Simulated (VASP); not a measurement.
Here is a VASP 6.6.1 calculation.

INCAR

```
SYSTEM = Al3GaN4
  PREC = Accurate
  ENCUT = 520
  EDIFF = 1E-7
  ISMEAR = 0
  SIGMA = 0.05
  LREAL = .False.
  LASPH = .True.
  NELM = 100
  ALGO = Normal
  ISIF = 2
  LWAVE = .False.
  LCHARG = .False.
  GGA = PS
  NBANDS = 31
```

KPOINTS

```
Automatic mesh
0
Gamma
  6 8 4
  0 0 0
```

Contents of POSCAR:

```
Al3GaN4
1.0
    5.0434079743      0.0000000000      0.0001149899
    0.0000000000      2.8170665081      0.0000000000
   -0.0032362578      0.0000000000      5.4179919454
Al Ga N
3 1 4
Direct
    0.5002300429      0.5000000000      0.1673295662
    0.0009207031      0.5000000000      0.8348055926
    0.0010880657      0.0000000000      0.3316926346
    0.4994217128      0.0000000000      0.6662009018
    0.1111724737      0.0000000000      0.6663292504
    0.1224543244      0.5000000000      0.1671578642
    0.6251234792      0.5000000000      0.8401923549
    0.6231881982      0.0000000000      0.3262928352
```

Potentials or basis: VASP PAW PBE potentials, release 64 (Al, Ga_d, N).

The run is started by

```bash
$ cat potpaw_PBE.64/Al/POTCAR potpaw_PBE.64/Ga_d/POTCAR potpaw_PBE.64/N/POTCAR > POTCAR
$ mpirun -np 1 vasp_std > vasp.out
```

(1) Estimate the band gap on the k mesh.

(2) What does it give for the pressure?

Answers

(1) 3.55 eV, direct.

(2) 28.9 GPa.

Caveat: the cell differs from its parent crystal (strain -0.1000 x Voigt [0, 1, 0, 0, 0, 0]); the PAW data sets were made with another functional, which shifts forces and pressure a little.
